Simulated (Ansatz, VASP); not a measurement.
ScAl3: VASP beside Ansatz

Contents of INCAR:

```
PREC     = Accurate       # precision mode
ENCUT    = 520            # plane-wave cutoff, eV
EDIFF    = 1E-7           # SCF threshold, eV
ISMEAR   = 0              # smearing method
SIGMA    = 0.15           # smearing width, eV
LREAL    = False          # projectors in reciprocal space
LASPH    = True           # aspherical terms in the spheres
NELM     = 80             # most SCF steps
ALGO     = Fast           # electronic algorithm
ISIF     = 2              # what is computed and relaxed
LWAVE    = False          # write WAVECAR
LCHARG   = True           # write CHGCAR
GGA      = PS             # functional
LELF     = True           # ELF
LVHAR    = True         
NBANDS   = 30             # bands
```

File KPOINTS:

```
Automatic mesh
0
Gamma
  10 10 10
```

File POSCAR:

```
ScAl3
1.0
   -4.0712986161      0.0000000000     -4.0712986161
    0.0000000000     -4.0712986161     -4.0712986161
   -4.0712986161     -4.0712986161      0.0000000000
Sc Al
2 6
Direct
    0.0000000000      0.0000000000      0.0000000000
    0.5000000000      0.5000000000      0.5000000000
   -0.0064475742      0.5064475742      0.5064475742
    0.5064475742     -0.0064475742     -0.0064475742
   -0.0064475742      0.5064475742     -0.0064475742
    0.5064475742     -0.0064475742      0.5064475742
    0.4871048516      0.4871048516      0.0128951484
    1.0128951484      1.0128951484      0.4871048516
```

Input for Ansatz:

```yaml
crystal:
  lattice:
    - [-4.0712986161, 0.0, -4.0712986161]
    - [0.0, -4.0712986161, -4.0712986161]
    - [-4.0712986161, -4.0712986161, 0.0]
  atoms:
    - { symbol: Sc, position: [0.0, 0.0, 0.0] }
    - { symbol: Sc, position: [0.5, 0.5, 0.5] }
    - { symbol: Al, position: [-0.0064475742, 0.5064475742, 0.5064475742] }
    - { symbol: Al, position: [0.5064475742, -0.0064475742, -0.0064475742] }
    - { symbol: Al, position: [-0.0064475742, 0.5064475742, -0.0064475742] }
    - { symbol: Al, position: [0.5064475742, -0.0064475742, 0.5064475742] }
    - { symbol: Al, position: [0.4871048516, 0.4871048516, 0.0128951484] }
    - { symbol: Al, position: [1.0128951484, 1.0128951484, 0.4871048516] }
basis:
  ecutwfc: 420
kpoints:
  mp_grid: { grid: [10, 10, 10] }
hamiltonian:
  xc: pbesol
scf:
  occupations: { method: gaussian, width: 0.15 }
output:
  forces: true
  stress: true
  eigenvalues: true
```

Change from the starting cell: mode 4 (152.5 1/cm) frozen in, largest displacement +0.105 Å.

Alike in both runs: task single point; functional PBEsol; k mesh 10 × 10 × 10; occupations gaussian, width 0.15 eV; no spin polarisation.

|  | VASP | Ansatz |
| --- | --- | --- |
| version | VASP 6.6.1 | Ansatz 0.2.0 |
| potentials or method | VASP PAW PBE potentials, release 64 (Sc_sv, Al), cutoff 520 eV | scalar-relativistic, plane waves, PAW |
| valence electrons in the cell | 40 | 40 |

|  | VASP | Ansatz | Ansatz less VASP |
| --- | --- | --- | --- |
| gap on the k mesh at the Fermi level (eV) | none | none | - |
| pressure (GPa) | 0.3 | 0.1 | -0.13 |
| traceless stress, the component that is largest in VASP (GPa) | -0.16 | -0.16 | +0.002 |
| rms of the force components (eV/Å) | 0.086 | 0.086 | -0.0004 |

VASP's potentials were made for PBE, not for PBEsol. Atom by atom the forces differ by 0.000 eV/Å (rms over components). A gap of «none» marks a metal or a gap that the smearing closes. The functional is the same, so the differences come from potentials, cutoffs and numerics.
